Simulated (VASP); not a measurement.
# AlN (Cmcm) in VASP: notebook

AlN is run at these levels: PBE; tasks: single point.

Program: VASP 6.6.1. These are calculated values, not measurements. Logs are shortened: lines on timing, memory, paths and dates and some standing lists are left out, and cuts for length are marked.

**1. The cell of the first run**

Symmetry: Cmcm, No. 63, orthorhombic system. Conventional cell: a = 4.003 Å, b = 4.003 Å, c = 4.003 Å, α = 90.00°, β = 90.00°, γ = 90.00°. Within 2.6 Å of Al (site symmetry m2m) lie 6 N at 1.94 to 2.06 Å. N (site symmetry m2m) has 6 Al at 1.94 to 2.06 Å within 2.6 Å.

**2. Single point, PBE**

INCAR

```
SYSTEM = AlN
PREC = Accurate ; ENCUT = 520
EDIFF = 1E-6 ; ISMEAR = 0
SIGMA = 0.05 ; LREAL = .FALSE.
LASPH = .TRUE. ; NELM = 100
ALGO = Normal ; ISIF = 2
LWAVE = .FALSE. ; LCHARG = .FALSE.
GGA = PE ; NBANDS = 16
```

KPOINTS

```
Automatic mesh
0
G
  8 8 6
  0 0 0
```

POSCAR

```
AlN
1.0
    0.0000000000     -2.0013268331     -2.0013268331
    0.0000000000      2.0013268331     -2.0013268331
    4.0026536662      0.0000000000      0.0000000000
Al N
2 2
Direct
    0.5231904950      0.4768095050      0.0000000000
   -0.0231904950      0.0231904950      0.5000000000
    0.4915866847      0.5084133153      0.5000000000
    0.0084133153      0.9915866847      0.0000000000
```

Potentials or basis: VASP PAW PBE potentials, release 64 (Al, N).

Run with:

```bash
$ cat potpaw_PBE.64/Al/POTCAR potpaw_PBE.64/N/POTCAR > POTCAR
$ mpirun -np 1 vasp_std > vasp.out
```

OUTCAR:

```text
SYSTEM = AlN
   PREC = Accurate
   ENCUT = 520
   EDIFF = 1E-6
   ISMEAR = 0
   LREAL = .FALSE.
   LASPH = .TRUE.
   NELM = 100
   ISIF = 2
   GGA = PE

 ion  position               nearest neighbor table
   1  0.523  0.477  0.000-   4 1.94   4 2.00   4 2.00   3 2.01   3 2.01   4 2.06   2 2.70   2 2.70
                             2 2.84   2 2.84   2 2.84   2 2.84   2 2.96   2 2.96
   2  0.977  0.023  0.500-   3 1.94   3 2.00   3 2.00   4 2.01   4 2.01   3 2.06   1 2.70   1 2.70
                             1 2.84   1 2.84   1 2.84   1 2.84   1 2.96   1 2.96
   3  0.492  0.508  0.500-   2 1.94   2 2.00   2 2.00   1 2.01   1 2.01   2 2.06
   4  0.008  0.992  0.000-   1 1.94   1 2.00   1 2.00   2 2.01   2 2.01   1 2.06

  LATTYP: Found a simple tetragonal cell.
 ALAT       =     2.8303035501
 C/A-ratio  =     1.4142135624

  Lattice vectors:

 A1 = (   0.0000000000,  -2.0013268331,  -2.0013268331)
 A2 = (   0.0000000000,   2.0013268331,  -2.0013268331)
 A3 = (   4.0026536662,   0.0000000000,   0.0000000000)

Analysis of symmetry for initial positions (statically):
=====================================================================
 Subroutine PRICEL returns:
 Original cell was already a primitive cell.

 Routine SETGRP: Setting up the symmetry group for a
 simple tetragonal supercell.

 Subroutine GETGRP returns: Found  8 space group operations
 (whereof  4 operations were pure point group operations)
 out of a pool of 16 trial point group operations.

The static configuration has the point symmetry C_2v.
 The point group associated with its full space group is D_2h.

Analysis of symmetry for dynamics (positions and initial velocities):
=====================================================================
 Subroutine PRICEL returns:
 Original cell was already a primitive cell.

 Routine SETGRP: Setting up the symmetry group for a
 simple tetragonal supercell.

 Subroutine GETGRP returns: Found  8 space group operations
 (whereof  4 operations were pure point group operations)
 out of a pool of 16 trial point group operations.

The dynamic configuration has the point symmetry C_2v.
 The point group associated with its full space group is D_2h.

 Subroutine INISYM returns: Found  8 space group operations
 (whereof  4 operations are pure point group operations),
 and found     1 'primitive' translations

----------------------------------------------------------------------------------------

                                     Primitive cell

  volume of cell :      32.0637

  direct lattice vectors                    reciprocal lattice vectors
     0.000000000 -2.001326833 -2.001326833     0.000000000 -0.249834256 -0.249834256
     0.000000000  2.001326833 -2.001326833     0.000000000  0.249834256 -0.249834256
     4.002653666  0.000000000  0.000000000     0.249834256  0.000000000  0.000000000

  length of vectors
     2.830303550  2.830303550  4.002653666     0.353318993  0.353318993  0.249834256

  position of ions in fractional coordinates (direct lattice)
     0.523190495  0.476809505  0.000000000
     0.976809505  0.023190495  0.500000000
     0.491586685  0.508413315  0.500000000
     0.008413315  0.991586685  0.000000000

  ion indices of the primitive-cell ions
   primitive index   ion index
                 1           1
                 2           2
                 3           3
                 4           4

----------------------------------------------------------------------------------------

 KPOINTS: Automatic mesh

Automatic generation of k-mesh.
 Grid dimensions read from file:
 generate k-points for:    8    8    6

 Generating k-lattice:

  Cartesian coordinates                     Fractional coordinates (reciprocal lattice)
     0.000000000 -0.031229282 -0.031229282     0.125000000  0.000000000  0.000000000
     0.000000000  0.031229282 -0.031229282     0.000000000  0.125000000  0.000000000
     0.041639043  0.000000000  0.000000000     0.000000000  0.000000000  0.166666667

  Length of vectors
     0.044164874  0.044164874  0.041639043

  Shift w.r.t. Gamma in fractional coordinates (k-lattice)
     0.000000000  0.000000000  0.000000000

 Subroutine IBZKPT returns following result:
 ===========================================

 Found     84 irreducible k-points:

 Following reciprocal coordinates:
            Coordinates               Weight
  0.000000  0.000000  0.000000      1.000000
  0.125000  0.000000  0.000000      4.000000
  0.250000  0.000000  0.000000      4.000000
  0.375000  0.000000  0.000000      4.000000
  0.500000  0.000000  0.000000      2.000000
  0.125000  0.125000  0.000000      2.000000
[... 16 lines left out ...]
  0.125000  0.000000  0.166667      8.000000
  0.250000  0.000000  0.166667      8.000000
 [... further k-points ...]
   k-points           NKPTS =     84   k-points in BZ     NKDIM =     84   number of bands    NBANDS=     16
   number of dos      NEDOS =    301   number of ions     NIONS =      4
   total plane-waves  NPLWV =  17280
   dimension x,y,z NGX =    24 NGY =   24 NGZ =   30
   dimension x,y,z NGXF=    48 NGYF=   48 NGZF=   60
   ions per type =               2   2
   NGX,Y,Z   is equivalent  to a cutoff of  14.10, 14.10, 12.46 a.u.
   NGXF,Y,Z  is equivalent  to a cutoff of  28.19, 28.19, 24.92 a.u.
 SYSTEM =  AlN
   PREC   = accura    normal or accurate (medium, high low for compatibility)
   ISTART =      0    job   : 0-new  1-cont  2-samecut
   ICHARG =      2    charge: 1-file 2-atom 10-const
   ISPIN  =      1    spin polarized calculation?
   LNONCOLLINEAR =      F non collinear calculations
   LSORBIT =      F    spin-orbit coupling
   LASPH  =      T    aspherical Exc in radial PAW
   ENCUT  =  520.0 eV  38.22 Ry    6.18 a.u.   5.26  5.26  7.44*2*pi/ulx,y,z
   NELM   =    100;   NELMIN=  2; NELMDL= -5     # of ELM steps
   EDIFF  = 0.1E-05   stopping-criterion for ELM
   LREAL  =      F    real-space projection
[... 7 lines left out ...]
   TEBEG  =    0.0;   TEEND  =   0.0 temperature during run
   PSTRESS=    0.0 pullay stress
   NELECT =      16.0000    total number of electrons
   NUPDOWN=      -1.0000    fix difference up-down
   EMIN   =  10.00;   EMAX   =-10.00  energy-range for DOS
   EFERMI =   0.00;   METHOD = LEGACY
   ISMEAR =     0;   SIGMA  =   0.05  broadening in eV -4-tet -1-fermi 0-gaus
   EFERMI_NEDOS =   21; number of points for ismear=-14 and -15
   IALGO  =     38    algorithm
   IMIX   =      4    mixing-type and parameters
     AMIX     =   0.40;   BMIX     =  1.00
     AMIX_MAG =   1.60;   BMIX_MAG =  1.00
  volume/ion in A,a.u.               =       8.02        54.09
  Fermi-wavevector in a.u.,A,eV,Ry     =   1.298505  2.453818 22.940975  1.686114
  Thomas-Fermi vector in A             =   2.429829
   LORBIT       =      0    0 simple, 1 ext, 2 COOP (PROOUT), +10 PAW based schemes
   GGA     = PE    functional components
   LHFCALC =     F    Hartree Fock is set to
   AEXX    =    0.0000 exact exchange contribution
   IVDW    =     0    specifies the selected vdW correction
   LEPSILON=     F    determine dielectric tensor
   LRPA    =     F    only Hartree local field effects (RPA)
 non-spin polarized calculation
 Gauss-broadening in eV      SIGMA  =   0.05
  energy-cutoff  :      520.00
  volume of cell :       32.06
 maximum number of plane-waves:       888
 NGX is ok and might be reduce to    24
   NGX = 11   NGY = 11   NGZ = 15

 number of electron      15.9999998 magnetization

 Free energy of the ion-electron system (eV)
  ---------------------------------------------------
  ext. energy  EPLUGINS =         0.00000000
  ---------------------------------------------------
  free energy    TOTEN  =       -28.91764273 eV

  energy without entropy =      -28.91764273  energy(sigma->0) =      -28.91764273

 E-fermi :  10.6046     XC(G=0): -12.4271

 val. band max:       10.3672419192   @ k =   0.0000   0.0000   0.0000
 cond. band min:      15.2152112155   @ k =   0.5000   0.5000   0.0000
 fundamental gap:      4.8479692963
 Fermi energy:        10.6046294296

 k-point     1 :       0.0000    0.0000    0.0000
  band No.  band energies     occupation
      1      -7.4728      2.00000
      2      -3.0688      2.00000
      3       2.7766      2.00000
      4       7.4841      2.00000
      5       7.4874      2.00000
      6      10.3234      2.00000
[... 8 lines left out ...]
     15      25.0435      0.00000
     16      27.9026      0.00000

 k-point     2 :       0.1250    0.0000    0.0000
  band No.  band energies     occupation
      1      -7.2531      2.00000
      2      -3.0300      2.00000
      3       2.9984      2.00000
      4       6.4454      2.00000
      5       7.6158      2.00000
      6       9.3887      2.00000
[... 8 lines left out ...]
     15      24.6599      0.00000
     16      26.2706      0.00000

 k-point     3 :       0.2500    0.0000    0.0000
  band No.  band energies     occupation
      1      -6.6134      2.00000
      2      -3.0482      2.00000
      3       3.6545      2.00000
      4       4.7711      2.00000
      5       7.4868      2.00000
      6       8.0054      2.00000
[... 8 lines left out ...]
     15      24.2104      0.00000
     16      24.3507      0.00000

 k-point     4 :       0.3750    0.0000    0.0000
  band No.  band energies     occupation
      1      -5.6249      2.00000
      2      -3.4804      2.00000
      3       3.9175      2.00000
      4       4.7113      2.00000
      5       5.6503      2.00000
      6       7.6410      2.00000
[... 8 lines left out ...]
     15      23.3129      0.00000
     16      24.1884      0.00000
[... 324 lines left out ...]
 k-point    22 :       0.0000    0.0000    0.1667
  band No.  band energies     occupation
      1      -7.2773      2.00000
      2      -3.5888      2.00000
      3       3.3961      2.00000
      4       7.6263      2.00000
      5       7.6309      2.00000
      6       9.6902      2.00000
[... 8 lines left out ...]
     15      24.5984      0.00000
     16      25.7596      0.00000

 k-point    23 :       0.1250    0.0000    0.1667
  band No.  band energies     occupation
      1      -7.0604      2.00000
      2      -3.5040      2.00000
      3       3.4760      2.00000
      4       6.7191      2.00000
      5       7.7507      2.00000
      6       8.5514      2.00000
[... 8 lines left out ...]
     15      24.1332      0.00000
     16      25.9979      0.00000

 k-point    24 :       0.2500    0.0000    0.1667
  band No.  band energies     occupation
      1      -6.4313      2.00000
      2      -3.3703      2.00000
      3       3.3733      2.00000
      4       5.6763      2.00000
      5       6.6130      2.00000
      6       8.1132      2.00000
[... 8 lines left out ...]
     15      23.3452      0.00000
     16      24.9588      0.00000

 [... further k-points ...]
[... 5 lines left out ...]
  --------------------------------------------------------------------------------------
  -------------------------------------------------------------------------------------
  Total        2.9580652      3.2038691      2.6183704      0.0000000      0.0000000      0.0000000
  in kB      147.8101585    160.0926172    130.8361087      0.0000000      0.0000000      0.0000000
  external PRESSURE =     146.2462948 kB  Pullay stress =       0.0000000 kB

 VOLUME and BASIS-vectors are now :
 -----------------------------------------------------------------------------
  energy-cutoff  :      520.00
  volume of cell :       32.06
      direct lattice vectors                 reciprocal lattice vectors
     0.000000000 -2.001326833 -2.001326833     0.000000000 -0.249834256 -0.249834256
     0.000000000  2.001326833 -2.001326833     0.000000000  0.249834256 -0.249834256
     4.002653666  0.000000000  0.000000000     0.249834256  0.000000000  0.000000000

 POSITION                                       TOTAL-FORCE (eV/Angst)
 -----------------------------------------------------------------------------------
      0.00000     -0.09282     -2.00133         0.000000      1.125123      0.000000
      2.00133     -1.90850     -2.00133         0.000000     -1.125123      0.000000
      2.00133      0.03368     -2.00133         0.000000     -0.072453      0.000000
      0.00000      1.96765     -2.00133         0.000000      0.072453      0.000000
 -----------------------------------------------------------------------------------
    total drift:                               -0.000000     -0.000000      0.000000

  FREE ENERGIE OF THE ION-ELECTRON SYSTEM (eV)
  ---------------------------------------------------
  free  energy   TOTEN  =       -28.9176427254 eV

  energy  without entropy=      -28.9176427254  energy(sigma->0) =      -28.91764273
```

It took 38 s on 1 thread of Intel Xeon Platinum 8259CL at 2.50GHz (Skylake/Cascade Lake), shared host; peak memory 0.16 GiB.

Results:

- Free energy: -28.9176 eV
- Pressure: 14.6 GPa
- Largest force: 1.125 eV/Å
- Band gap on the k mesh: 4.85 eV, indirect (least direct gap 4.90 eV)

Forces in eV/Å, atoms in the order of the input:
```
Al   0.000  1.125  0.000
Al   0.000 -1.125  0.000
N    0.000 -0.072  0.000
N    0.000  0.072  0.000
```

Stress tensor (GPa, compression positive):
```
14.78  0.00  0.00
 0.00 16.01  0.00
 0.00  0.00 13.08
```

Levels at points of the mesh, in eV from the valence-band top:
| k point | band 5 | band 6 | band 7 | band 8 | band 9 | band 10 | band 11 | band 12 |
| --- | --- | --- | --- | --- | --- | --- | --- | --- |
| (0.00, 0.00, 0.00) | -2.88 | -0.04 | -0.01 | 0.00 | 4.90 | 5.25 | 6.07 | 12.00 |
| (0.50, 0.00, 0.00) | -4.28 | -4.27 | -1.22 | -1.17 | 8.38 | 8.74 | 10.31 | 10.75 |
| (0.50, 0.50, 0.00) | -2.88 | -2.88 | -2.88 | -2.87 | 4.85 | 4.89 | 5.19 | 5.24 |
| (0.00, 0.00, 0.50) | -1.69 | -1.69 | -1.68 | -1.68 | 7.45 | 7.45 | 8.07 | 8.07 |
| (0.50, 0.00, 0.50) | -1.14 | -1.14 | -1.13 | -1.13 | 6.28 | 6.28 | 11.20 | 11.20 |
| (0.50, 0.50, 0.50) | -5.87 | -5.87 | -3.99 | -3.99 | 8.37 | 8.37 | 10.81 | 10.81 |

Caveat: forces of over 1 eV/Å act on the atoms, so gaps and moduli don't describe the material at rest. A k mesh can miss the band edges.

**3. Single point, PBE**

This run uses another cell than the first one, of 8.22 Å³/atom, 1.026 times its volume.

INCAR

```
PREC = Accurate
ENCUT = 520
EDIFF = 1E-6
ISMEAR = 0
SIGMA = 0.05
LREAL = False
LASPH = True
NELM = 60
ALGO = Normal
ISIF = 2
LWAVE = False
LCHARG = True
GGA = PE
LELF = True
LVHAR = True
NBANDS = 16
```

KPOINTS

```
regular mesh
0
Gamma
  8 8 6
```

POSCAR

```
AlN
1.0
    0.0000000000     -2.0184234927     -2.0184234927
    0.0000000000      2.0184234927     -2.0184234927
    4.0368469854      0.0000000000      0.0000000000
Al N
2 2
Direct
    0.5289881188      0.4710118812      0.0000000000
   -0.0289881188      0.0289881188      0.5000000000
    0.4894833559      0.5105166441      0.5000000000
    0.0105166441      0.9894833559      0.0000000000
```

Potentials or basis: VASP PAW PBE potentials, release 64 (Al, N).

Run with:

```bash
$ cat potpaw_PBE.64/Al/POTCAR potpaw_PBE.64/N/POTCAR > POTCAR
$ mpirun -np 1 vasp_std > vasp.out
```

OUTCAR:

```text
PREC = Accurate
   ENCUT = 520
   EDIFF = 1E-6
   ISMEAR = 0
   LREAL = False
   LASPH = True
   NELM = 60
   ISIF = 2
   GGA = PE

 ion  position               nearest neighbor table
   1  0.529  0.471  0.000-   4 1.94   4 2.02   4 2.02   3 2.02   3 2.02   4 2.09   2 2.69   2 2.69
                             2 2.86   2 2.86   2 2.86   2 2.86   2 3.02   2 3.02
   2  0.971  0.029  0.500-   3 1.94   3 2.02   3 2.02   4 2.02   4 2.02   3 2.09   1 2.69   1 2.69
                             1 2.86   1 2.86   1 2.86   1 2.86   1 3.02   1 3.02
   3  0.489  0.511  0.500-   2 1.94   2 2.02   2 2.02   1 2.02   1 2.02   2 2.09
[... 663 lines left out ...]
  -------------------------------------------------------------------------------------
  Total        1.6338053      1.9722711      1.1032448      0.0000000      0.0000000      0.0000000
  in kB       79.5818469     96.0683500     53.7385076      0.0000000      0.0000000      0.0000000
  external PRESSURE =      76.4629015 kB  Pullay stress =       0.0000000 kB

 VOLUME and BASIS-vectors are now :
 -----------------------------------------------------------------------------
  energy-cutoff  :      520.00
  volume of cell :       32.89
      direct lattice vectors                 reciprocal lattice vectors
     0.000000000 -2.018423493 -2.018423493     0.000000000 -0.247718084 -0.247718084
     0.000000000  2.018423493 -2.018423493     0.000000000  0.247718084 -0.247718084
     4.036846985  0.000000000  0.000000000     0.247718084  0.000000000  0.000000000

 POSITION                                       TOTAL-FORCE (eV/Angst)
 -----------------------------------------------------------------------------------
      0.00000     -0.11702     -2.01842         0.000000      1.324326      0.000000
      2.01842     -1.90140     -2.01842         0.000000     -1.324326      0.000000
      2.01842      0.04245     -2.01842         0.000000     -0.143879      0.000000
      0.00000      1.97597     -2.01842         0.000000      0.143879      0.000000
 -----------------------------------------------------------------------------------
    total drift:                               -0.000000     -0.000000      0.000000

  FREE ENERGIE OF THE ION-ELECTRON SYSTEM (eV)
  ---------------------------------------------------
  free  energy   TOTEN  =       -28.9166048448 eV

  energy  without entropy=      -28.9166048448  energy(sigma->0) =      -28.91660484
```

Run time: 34 s. Hardware: 1 thread of Intel Xeon Platinum 8259CL at 2.50GHz (Skylake/Cascade Lake), shared host; peak memory 0.16 GiB.

Results:

- Free energy: -28.9166 eV
- Pressure: 7.6 GPa
- Largest force: 1.324 eV/Å
- Band gap on the k mesh: 4.57 eV, indirect (least direct gap 4.65 eV)

Forces on the atoms (eV/Å):
```
Al   0.000  1.324  0.000
Al   0.000 -1.324  0.000
N    0.000 -0.144  0.000
N    0.000  0.144  0.000
```

Levels at points of the mesh, in eV from the valence-band top:
```
           k point  band 5  band 6  band 7  band 8  band 9  band 10  band 11  band 12
(0.00, 0.00, 0.00)   -2.81   -0.07   -0.02    0.00    4.65     5.29     5.67    11.76
(0.50, 0.00, 0.00)   -4.18   -4.16   -1.18   -1.12    8.14     8.55    10.04    10.35
(0.50, 0.50, 0.00)   -2.82   -2.82   -2.81   -2.81    4.57     4.63     5.20     5.28
(0.00, 0.00, 0.50)   -1.65   -1.65   -1.64   -1.64    7.44     7.44     7.75     7.75
(0.50, 0.00, 0.50)   -1.10   -1.10   -1.08   -1.08    6.10     6.10    10.96    10.96
(0.50, 0.50, 0.50)   -5.74   -5.74   -3.92   -3.92    8.08     8.08    10.61    10.61
```

Caveat: forces of over 1 eV/Å act on the atoms, so gaps and moduli don't describe the material at rest. Expect the measured gap to be larger: semilocal functionals such as PBE lack the derivative discontinuity.

(Part 1 of 2 ends here.)
